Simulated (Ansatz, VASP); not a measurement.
**TiAg2 in VASP and in Ansatz**

The input INCAR:

```
PREC = Accurate ; ENCUT = 520
EDIFF = 1E-7 ; ISMEAR = 0
SIGMA = 0.1 ; LREAL = False
LASPH = True ; NELM = 150
ALGO = Normal ; ISIF = 2
LWAVE = False ; LCHARG = False
ISPIN = 2 ; MAGMOM = 1 0 0
LORBIT = 11 ; LMAXMIX = 4
GGA = PE ; NBANDS = 28
```

The input KPOINTS:

```
regular mesh
0
Gamma
  6 6 2
```

Contents of POSCAR:

```
TiAg2
1.0
    2.8186679700      0.0000000000      0.0000000000
   -1.4093339800      2.4410380600      0.0000000000
    0.0000000000      0.0000000000      7.6168743300
Ti Ag
1 2
Direct
    0.0000000000      0.0000000000      0.5000000000
    0.3333333300      0.6666666700      0.8233132800
    0.6666666700      0.3333333300      0.1766867200
```

Input for Ansatz:

```yaml
crystal:
  lattice:
    - [2.81866797, 0.0, 0.0]
    - [-1.40933398, 2.44103806, 0.0]
    - [0.0, 0.0, 7.61687433]
  atoms:
    - { symbol: Ti, position: [0.0, 0.0, 0.5], spin: 1.0 }
    - { symbol: Ag, position: [0.33333333, 0.66666667, 0.82331328] }
    - { symbol: Ag, position: [0.66666667, 0.33333333, 0.17668672] }
basis:
  ecutwfc: 420
kpoints:
  mp_grid: { grid: [6, 6, 2] }
hamiltonian:
  xc: pbe
scf:
  occupations: { method: gaussian, width: 0.1 }
  lower_state_search: "off"
output:
  forces: true
  stress: true
  eigenvalues: true
  populations: true
magnetization:
  spin_polarized: true
```

Alike in both runs: task single point; functional PBE; k mesh 6 × 6 × 2; occupations gaussian, width 0.1 eV; collinear spin.

|  | VASP | Ansatz |
| --- | --- | --- |
| version | VASP 6.6.1 | Ansatz 0.2.0 |
| potentials or method | VASP PAW PBE potentials, release 64 (Ti_sv, Ag), cutoff 520 eV | scalar-relativistic, plane waves, PAW |
| valence electrons in the cell | 34 | 50 |

```tsv
	VASP	Ansatz	Ansatz less VASP
gap on the k mesh at the Fermi level (eV)	none	none	-
pressure (GPa)	2.4	2.5	+0.13
traceless stress, the component that is largest in VASP (GPa)	-6.15	-6.32	-0.167
rms of the force components (eV/Å)	0.063	0.063	+0.0002
net moment per atom (μB)	0.19	0.18	-0.002
size of the moment on the site where the two differ most (μB)	0.34	0.34	+0.007
```

Site moments also hang on the region over which each program counts them. Atom by atom the forces differ by 0.000 eV/Å (rms over components). A gap of «none» marks a metal or a gap that the smearing closes. With one functional, cell and mesh, what is left measures potentials, basis and numerics. VASP's potentials hold 34 valence electrons a cell and Ansatz's 50, so a difference there can come from the potentials and not from the codes.

The k mesh is coarse, so the values compare programs but aren't converged.
